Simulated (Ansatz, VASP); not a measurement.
**One calculation of Be2ZnO3, two programs**

```xyz
6
Lattice="4.8648 0.0000 0.0000 -2.4324 4.2130 0.0000 0.0000 0.0000 2.4008" Properties=species:S:1:pos:R:3 pbc="T T T"
Be    0.0000    2.8087    0.0000
Be    2.4324    1.4043    0.0000
Zn    0.0000    0.0000    0.0000
O     2.4324    0.0000    1.2004
O     1.2162    2.1065    1.2004
O    -1.2162    2.1065    1.2004
```

Change from the starting cell: species swapped into the CeB2Ir3 type (P6/mmm, No. 191).

Alike in both runs: functional PBE; k mesh 12 × 12 × 16; occupations gaussian, width 0.1 eV; no spin polarisation.

Ansatz relaxed the structure, and its values are those at the end. VASP's run is a single point on that final structure, the one shown.

```csv
,VASP,Ansatz
version,VASP 6.6.1,Ansatz 0.2.0
potentials or method,"VASP PAW PBE potentials, release 64 (Be, Zn, O), cutoff 520 eV","scalar-relativistic, plane waves, PAW"
valence electrons in the cell,34,34
```

Ansatz gave:

- gap on the k mesh at the Fermi level (eV): none
- pressure (GPa): 0.0

Problem. What did VASP give for the same quantities?

Solution. gap on the k mesh at the Fermi level (eV): none; pressure (GPa): 0.3.

A gap of «none» marks a metal or a gap that the smearing closes.
